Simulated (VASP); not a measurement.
Sc, 2 atoms in the cell. It takes space group P6_3/mmc (No. 194, hexagonal). Conventional cell: a = 3.205 Å, b = 3.205 Å, c = 5.614 Å, α = 90.00°, β = 90.00°, γ = 120.00°. Sc (site symmetry -6m2) has 12 Sc at 3.21 to 3.36 Å within 4.2 Å.  This cell differs from its parent crystal: ratio of the length along z to the lengths across it x 1.1, volume and fractional coordinates fixed.

- Program: VASP 6.6.1
- Task: single point
- Functional: PBEsol
- Potentials or basis: VASP PAW PBE potentials, release 64 (Sc_sv)
- Cutoff: 520 eV
- k mesh: 18 × 18 × 10
- Occupations: gaussian, width 0.15 eV
- Spin: no spin polarisation
- Dipole correction: no
- Further INCAR settings: ALGO = Fast; EDIFF = 1e-06; NBANDS = 18

Potentials or basis: VASP PAW PBE potentials, release 64 (Sc_sv).

Run with:

```sh
$ cat potpaw_PBE.64/Sc_sv/POTCAR > POTCAR
$ mpirun -np 1 vasp_std > vasp.out
```

Hardware: 1 thread of Intel(R) Xeon(R) Platinum 8259CL CPU @ 2.50GHz (Skylake/Cascade Lake), with other jobs on the host.

Q: Estimate the wall time of this run.

A: Run time: 3 min on 1 thread of Intel(R) Xeon(R) Platinum 8259CL CPU @ 2.50GHz (Skylake/Cascade Lake) (shared host), peak memory 0.28 GiB. Counts: scf iterations 16, k points 222.
